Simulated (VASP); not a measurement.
# AlN (F-43m) in VASP: single point with PBEsol

Aim: the single point of AlN with PBEsol.

Program: VASP 6.6.1. These are calculated values, not measurements. Logs are shortened: lines on timing, memory, paths and dates and some standing lists are left out, and cuts for length are marked.

**1. The cell of the first run**

Symmetry: F-43m, No. 216, cubic system. Conventional cell: a = 4.368 Å, b = 4.368 Å, c = 4.368 Å, α = 90.00°, β = 90.00°, γ = 90.00°. Al (site symmetry -43m) has 4 N at 1.89 Å within 2.5 Å. Within 2.5 Å of N (site symmetry -43m) lie 4 Al at 1.89 Å.

**2. Single point, PBEsol**

Input file INCAR:

```
ALGO = Normal
EDIFF = 1E-6
ENCUT = 600
GGA = PS
GGA_COMPAT = False
ISIF = 2
ISMEAR = 0
LASPH = True
LCHARG = False
LREAL = False
LWAVE = False
NBANDS = 11
NELM = 120
PREC = Accurate
SIGMA = 0.01
```

Input file KPOINTS:

```
k-points
0
Gamma
  4 4 4
```

Input file POSCAR:

```
AlN
1.0
    0.0000000000      2.1839940000      2.1839940000
    2.1839940000      0.0000000000      2.1839940000
    2.1839940000      2.1839940000      0.0000000000
Al N
1 1
Direct
    0.0000000000      0.0000000000      0.0000000000
    0.7500000000      0.7500000000      0.7500000000
```

Potentials or basis: VASP PAW PBE potentials, release 64 (Al, N).

On the command line:

```console
cat potpaw_PBE.64/Al/POTCAR potpaw_PBE.64/N/POTCAR > POTCAR
mpirun -np 1 vasp_std > vasp.out
```

OUTCAR:

```text
EDIFF = 1E-6
   ENCUT = 600
   GGA = PS
   ISIF = 2
   ISMEAR = 0
   LASPH = True
   LREAL = False
   NELM = 120
   PREC = Accurate

 ion  position               nearest neighbor table
   1  0.000  0.000  0.000-   2 1.89   2 1.89   2 1.89   2 1.89
   2  0.750  0.750  0.750-   1 1.89   1 1.89   1 1.89   1 1.89

  LATTYP: Found a face centered cubic cell.
 ALAT       =     4.3679880000

  Lattice vectors:

 A1 = (   0.0000000000,   2.1839940000,   2.1839940000)
 A2 = (   2.1839940000,   0.0000000000,   2.1839940000)
 A3 = (   2.1839940000,   2.1839940000,   0.0000000000)

Analysis of symmetry for initial positions (statically):
=====================================================================
 Subroutine PRICEL returns:
 Original cell was already a primitive cell.

 Routine SETGRP: Setting up the symmetry group for a
 face centered cubic supercell.

 Subroutine GETGRP returns: Found 24 space group operations
 (whereof 24 operations were pure point group operations)
 out of a pool of 48 trial point group operations.

The static configuration has the point symmetry T_d .

Analysis of symmetry for dynamics (positions and initial velocities):
=====================================================================
 Subroutine PRICEL returns:
 Original cell was already a primitive cell.

 Routine SETGRP: Setting up the symmetry group for a
 face centered cubic supercell.

 Subroutine GETGRP returns: Found 24 space group operations
 (whereof 24 operations were pure point group operations)
 out of a pool of 48 trial point group operations.

The dynamic configuration has the point symmetry T_d .

 Subroutine INISYM returns: Found 24 space group operations
 (whereof 24 operations are pure point group operations),
 and found     1 'primitive' translations

----------------------------------------------------------------------------------------

                                     Primitive cell

  volume of cell :      20.8346

  direct lattice vectors                    reciprocal lattice vectors
     0.000000000  2.183994000  2.183994000    -0.228938358  0.228938358  0.228938358
     2.183994000  0.000000000  2.183994000     0.228938358 -0.228938358  0.228938358
     2.183994000  2.183994000  0.000000000     0.228938358  0.228938358 -0.228938358

  length of vectors
     3.088633935  3.088633935  3.088633935     0.396532868  0.396532868  0.396532868

  position of ions in fractional coordinates (direct lattice)
     0.000000000  0.000000000  0.000000000
     0.750000000  0.750000000  0.750000000

  ion indices of the primitive-cell ions
   primitive index   ion index
                 1           1
                 2           2

----------------------------------------------------------------------------------------

 KPOINTS: k-points

Automatic generation of k-mesh.
 Grid dimensions read from file:
 generate k-points for:    4    4    4

 Generating k-lattice:

  Cartesian coordinates                     Fractional coordinates (reciprocal lattice)
    -0.057234589  0.057234589  0.057234589     0.250000000  0.000000000  0.000000000
     0.057234589 -0.057234589  0.057234589     0.000000000  0.250000000  0.000000000
     0.057234589  0.057234589 -0.057234589     0.000000000  0.000000000  0.250000000

  Length of vectors
     0.099133217  0.099133217  0.099133217

  Shift w.r.t. Gamma in fractional coordinates (k-lattice)
     0.000000000  0.000000000  0.000000000

 Subroutine IBZKPT returns following result:
 ===========================================

 Found      8 irreducible k-points:

 Following reciprocal coordinates:
            Coordinates               Weight
  0.000000  0.000000  0.000000      1.000000
  0.250000  0.000000  0.000000      8.000000
  0.500000  0.000000  0.000000      4.000000
  0.250000  0.250000  0.000000      6.000000
  0.500000  0.250000  0.000000     24.000000
 -0.250000  0.250000  0.000000     12.000000
  0.500000  0.500000  0.000000      3.000000
 -0.250000  0.500000  0.250000      6.000000
   k-points           NKPTS =      8   k-points in BZ     NKDIM =      8   number of bands    NBANDS=     11
   number of dos      NEDOS =    301   number of ions     NIONS =      2
   total plane-waves  NPLWV =  21952
   dimension x,y,z NGX =    28 NGY =   28 NGZ =   28
   dimension x,y,z NGXF=    56 NGYF=   56 NGZF=   56
   ions per type =               1   1
   NGX,Y,Z   is equivalent  to a cutoff of  15.07, 15.07, 15.07 a.u.
   NGXF,Y,Z  is equivalent  to a cutoff of  30.14, 30.14, 30.14 a.u.
 SYSTEM =  unknown system
   PREC   = accura    normal or accurate (medium, high low for compatibility)
   ISTART =      0    job   : 0-new  1-cont  2-samecut
   ICHARG =      2    charge: 1-file 2-atom 10-const
   ISPIN  =      1    spin polarized calculation?
   LNONCOLLINEAR =      F non collinear calculations
   LSORBIT =      F    spin-orbit coupling
   LASPH  =      T    aspherical Exc in radial PAW
   ENCUT  =  600.0 eV  44.10 Ry    6.64 a.u.   6.17  6.17  6.17*2*pi/ulx,y,z
   NELM   =    120;   NELMIN=  2; NELMDL= -5     # of ELM steps
   EDIFF  = 0.1E-05   stopping-criterion for ELM
   LREAL  =      F    real-space projection
   EDIFFG = 0.1E-04   stopping-criterion for IOM
   NSW    =      0    number of steps for IOM
   IBRION =     -1    ionic relax: 0-MD 1-quasi-New 2-CG
   NFREE  =      0    steps in history (QN), initial steepest desc. (CG)
   ISIF   =      2    stress and relaxation
   ISYM   =      2    0-nonsym 1-usesym 2-fastsym
   POTIM  = 0.5000    time-step for ionic-motion
   TEBEG  =    0.0;   TEEND  =   0.0 temperature during run
   PSTRESS=    0.0 pullay stress
   NELECT =       8.0000    total number of electrons
   NUPDOWN=      -1.0000    fix difference up-down
   EMIN   =  10.00;   EMAX   =-10.00  energy-range for DOS
   EFERMI =   0.00;   METHOD = LEGACY
   ISMEAR =     0;   SIGMA  =   0.01  broadening in eV -4-tet -1-fermi 0-gaus
   EFERMI_NEDOS =   21; number of points for ismear=-14 and -15
   IALGO  =     38    algorithm
   IMIX   =      4    mixing-type and parameters
     AMIX     =   0.40;   BMIX     =  1.00
     AMIX_MAG =   1.60;   BMIX_MAG =  1.00
  volume/ion in A,a.u.               =      10.42        70.30
  Fermi-wavevector in a.u.,A,eV,Ry     =   1.189899  2.248583 19.263936  1.415859
  Thomas-Fermi vector in A             =   2.325996
   LORBIT       =      0    0 simple, 1 ext, 2 COOP (PROOUT), +10 PAW based schemes
   GGA     = PS    functional components
   LHFCALC =     F    Hartree Fock is set to
   AEXX    =    0.0000 exact exchange contribution
   IVDW    =     0    specifies the selected vdW correction
   LEPSILON=     F    determine dielectric tensor
   LRPA    =     F    only Hartree local field effects (RPA)
 non-spin polarized calculation
 Gauss-broadening in eV      SIGMA  =   0.01
  energy-cutoff  :      600.00
  volume of cell :       20.83
 maximum number of plane-waves:       725
 NGX is ok and might be reduce to    28
   NGX = 13   NGY = 13   NGZ = 13

 number of electron       7.9999999 magnetization

 Free energy of the ion-electron system (eV)
  ---------------------------------------------------
  ext. energy  EPLUGINS =         0.00000000
  ---------------------------------------------------
  free energy    TOTEN  =       -15.57339441 eV

  energy without entropy =      -15.57339441  energy(sigma->0) =      -15.57339441

 E-fermi :   5.9609     XC(G=0): -11.1230

 val. band max:        5.9099182856   @ k =   0.0000   0.0000   0.0000
 cond. band min:       9.0672176398   @ k =   0.5000   0.5000   0.0000
 fundamental gap:      3.1572993542
 Fermi energy:         5.9609224624

 k-point     1 :       0.0000    0.0000    0.0000
  band No.  band energies     occupation
      1      -9.0572      2.00000
      2       5.9099      2.00000
      3       5.9099      2.00000
      4       5.9099      2.00000
      5      10.0280      0.00000
      6      18.3505      0.00000
      7      18.3505      0.00000
      8      18.3505      0.00000
      9      23.4698      0.00000
     10      23.4698      0.00000
     11      24.8218      0.00000

 k-point     2 :       0.2500    0.0000    0.0000
  band No.  band energies     occupation
      1      -8.1936      2.00000
      2       2.6116      2.00000
      3       5.6522      2.00000
      4       5.6522      2.00000
      5      12.2827      0.00000
      6      16.7641      0.00000
      7      18.1067      0.00000
      8      18.1067      0.00000
      9      22.0422      0.00000
     10      22.0422      0.00000
     11      22.9553      0.00000

 k-point     3 :       0.5000    0.0000    0.0000
  band No.  band energies     occupation
      1      -6.9667      2.00000
      2      -0.0207      2.00000
      3       5.4264      2.00000
      4       5.4264      2.00000
      5      13.1749      0.00000
      6      15.6636      0.00000
      7      16.9159      0.00000
      8      16.9159      0.00000
      9      23.7161      0.00000
     10      25.8534      0.00000
     11      25.8534      0.00000

 k-point     4 :       0.2500    0.2500    0.0000
  band No.  band energies     occupation
      1      -7.9125      2.00000
      2       2.9951      2.00000
      3       4.9187      2.00000
      4       4.9187      2.00000
      5      11.7648      0.00000
      6      16.0273      0.00000
      7      17.2897      0.00000
      8      19.8162      0.00000
      9      19.8162      0.00000
     10      25.3480      0.00000
     11      28.5069      0.00000

 k-point     5 :       0.5000    0.2500    0.0000
  band No.  band energies     occupation
      1      -6.6947      2.00000
      2       1.0769      2.00000
      3       3.5462      2.00000
      4       4.7024      2.00000
      5      11.6584      0.00000
      6      15.7628      0.00000
      7      17.9478      0.00000
      8      19.2083      0.00000
      9      21.4517      0.00000
     10      26.5242      0.00000
     11      28.5963      0.00000

 k-point     6 :      -0.2500    0.2500    0.0000
  band No.  band energies     occupation
      1      -7.1061      2.00000
      2       1.4943      2.00000
      3       3.3967      2.00000
      4       5.3822      2.00000
      5      13.6018      0.00000
      6      15.0427      0.00000
      7      17.4665      0.00000
      8      18.2822      0.00000
      9      21.8128      0.00000
     10      24.4799      0.00000
     11      27.8218      0.00000

 k-point     7 :       0.5000    0.5000    0.0000
  band No.  band energies     occupation
      1      -6.3184      2.00000
      2       0.9494      2.00000
      3       4.1145      2.00000
      4       4.1145      2.00000
      5       9.0672      0.00000
      6      14.3645      0.00000
      7      19.7787      0.00000
      8      21.5187      0.00000
      9      21.5187      0.00000
     10      29.3689      0.00000
     11      29.7322      0.00000

 k-point     8 :      -0.2500    0.5000    0.2500
  band No.  band energies     occupation
      1      -6.2597      2.00000
      2       2.0962      2.00000
      3       2.4124      2.00000
      4       3.1611      2.00000
      5      11.8342      0.00000
      6      17.1645      0.00000
      7      17.7639      0.00000
      8      18.0328      0.00000
      9      23.0364      0.00000
     10      24.6492      0.00000
     11      30.8581      0.00000

------------------------ aborting loop because EDIFF is reached ----------------------------------------

  FORCE on cell =-STRESS in cart. coord.  units (eV):
  Direction    XX          YY          ZZ          XY          YZ          ZX
  --------------------------------------------------------------------------------------
  -------------------------------------------------------------------------------------
  Total        0.1619391      0.1619391      0.1619391      0.0000000      0.0000000     -0.0000000
  in kB       12.4531126     12.4531126     12.4531126      0.0000000      0.0000000     -0.0000000
  external PRESSURE =      12.4531126 kB  Pullay stress =       0.0000000 kB

 VOLUME and BASIS-vectors are now :
 -----------------------------------------------------------------------------
  energy-cutoff  :      600.00
  volume of cell :       20.83
      direct lattice vectors                 reciprocal lattice vectors
     0.000000000  2.183994000  2.183994000    -0.228938358  0.228938358  0.228938358
     2.183994000  0.000000000  2.183994000     0.228938358 -0.228938358  0.228938358
     2.183994000  2.183994000  0.000000000     0.228938358  0.228938358 -0.228938358

 POSITION                                       TOTAL-FORCE (eV/Angst)
 -----------------------------------------------------------------------------------
      0.00000      0.00000      0.00000         0.000000      0.000000      0.000000
      3.27599      3.27599      3.27599        -0.000000     -0.000000     -0.000000
 -----------------------------------------------------------------------------------
    total drift:                               -0.000000     -0.000000     -0.000000

  FREE ENERGIE OF THE ION-ELECTRON SYSTEM (eV)
  ---------------------------------------------------
  free  energy   TOTEN  =       -15.5733944096 eV

  energy  without entropy=      -15.5733944096  energy(sigma->0) =      -15.57339441
```

Wall time 5.2 s (1 thread of Intel Xeon 8259CL, shared host); peak memory 0.14 GiB.

What came out:

* Free energy: -15.5734 eV
* Pressure: 1.2 GPa
* Band gap on the k mesh: 3.16 eV, indirect (least direct gap 4.12 eV)

Levels at points of the mesh, in eV from the valence-band top:
```csv
k point,band 1,band 2,band 3,band 4,band 5,band 6,band 7,band 8,band 9
"(0.00, 0.00, 0.00)",-14.97,0.00,0.00,0.00,4.12,12.44,12.44,12.44,17.56
"(0.50, 0.00, 0.00)",-12.88,-5.93,-0.48,-0.48,7.26,9.75,11.01,11.01,17.81
"(0.50, 0.50, 0.00)",-12.23,-4.96,-1.80,-1.80,3.16,8.45,13.87,15.61,15.61
```

Caveat: the k points lie up to 0.62 Å⁻¹ apart; the PAW data sets were made with another functional, which shifts forces and pressure a little.
